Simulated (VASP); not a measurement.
The system is SrAlO4.

```
CELL_PARAMETERS angstrom
4.48216 0.00000 0.00000
0.00000 4.48216 0.00000
0.00000 0.00000 5.05649
ATOMIC_POSITIONS crystal
Sr 0.50000 0.50000 0.66435
Al 0.50000 0.50000 0.20810
O 0.72237 0.00000 0.45795
O 0.27763 0.00000 0.45795
O 0.00000 0.72237 0.45795
O 0.00000 0.27763 0.45795
```

The cell was generated, and may not be a known phase.

```yaml
Program: VASP 6.6.1
Task: relaxation of cell and atoms
Functional: PBE
Potentials_or_basis: VASP PAW PBE potentials, release 64 (Sr_sv, Al, O)
Cutoff: 600 eV
k_mesh: 4 × 4 × 3
Occupations: gaussian, width 0.2 eV
Spin: no spin polarisation
```

At the start: pressure 12.9 GPa; volume 16.93 Å³/atom.

Where does the relaxation end?

Over 32 steps the energy falls by 767.8 meV/atom and the volume is 23.73 Å³/atom (+40.1 %); space group P4mm (No. 99, to 0.1 Å) before and after.

Step by step:
```
step  energy change (eV)  largest force (eV/Å)  pressure (GPa)  volume (Å³)
   1              0.0000                3.4802           12.89       101.58
   2             -1.6329                2.7399           -0.44       122.51
   3             -1.6328                2.7443           -0.46       122.55
   4             -2.7262                2.7383           -2.22       128.65
   5             -3.6767                0.9529           -0.52       138.67
   6             -3.6326                2.7334           -2.02       135.07
   7             -3.7257                2.0457           -1.54       136.60
   8             -3.1829                6.2863            6.61       138.31
   9             -3.9345                0.6673            0.65       137.28
  10             -4.2574                0.6912            0.34       138.37
  11             -4.3687                1.3314            0.19       139.18
  12             -4.4424                0.9678            0.05       139.75
  13             -4.4958                0.7035            0.03       140.95
  14             -4.5144                0.6234           -1.10       141.50
  15             -4.5168                0.5614           -0.83       141.36
  16             -4.5311                0.4165           -0.46       140.13
  17             -4.5440                0.2680            0.43       137.36
  18             -4.5530                0.2099            0.44       137.44
  19             -4.5675                0.2036            0.51       137.66
  20             -4.5777                0.1356            0.61       139.11
  21             -4.5794                0.3094            0.69       140.00
  22             -4.5833                0.2795            0.52       140.76
  23             -4.5914                0.1927            0.03       143.08
  24             -4.5911                0.1892           -0.88       147.79
  25             -4.5939                0.1780           -0.41       145.33
  26             -4.5964                0.1408           -0.41       145.17
  27             -4.6000                0.1672           -0.42       144.69
  28             -4.6021                0.1614           -0.18       144.22
  29             -4.6032                0.1889            0.14       143.58
  30             -4.6041                0.1687            0.16       143.46
  31             -4.6062                0.1085            0.23       143.09
  32             -4.6068                0.0654            0.38       142.36
```

Final structure:
```xyz
6
Lattice="4.7710 0.0000 0.0000 0.0000 4.7710 0.0000 0.0000 0.0000 6.2540" Properties=species:S:1:pos:R:3 pbc="T T T"
Sr    2.3855    2.3855    3.9464
Al    2.3855    2.3855    1.0680
O     3.0792    0.0000    2.9745
O     1.6918    0.0000    2.9745
O     4.7710    3.0792    2.9745
O     4.7710    1.6918    2.9745
```

Caveat: the k points lie up to 0.33 Å⁻¹ apart in the final cell, too coarse for converged energies and pressures of a metal; the volume moved by over 15 % at a fixed basis, so the end points are rough; an odd number of electrons without spin polarisation forces a metal; a magnetic or distorted state may lie lower; the relaxation stopped at a loose force limit of 0.08 eV/Å, so its end isn't a converged minimum.
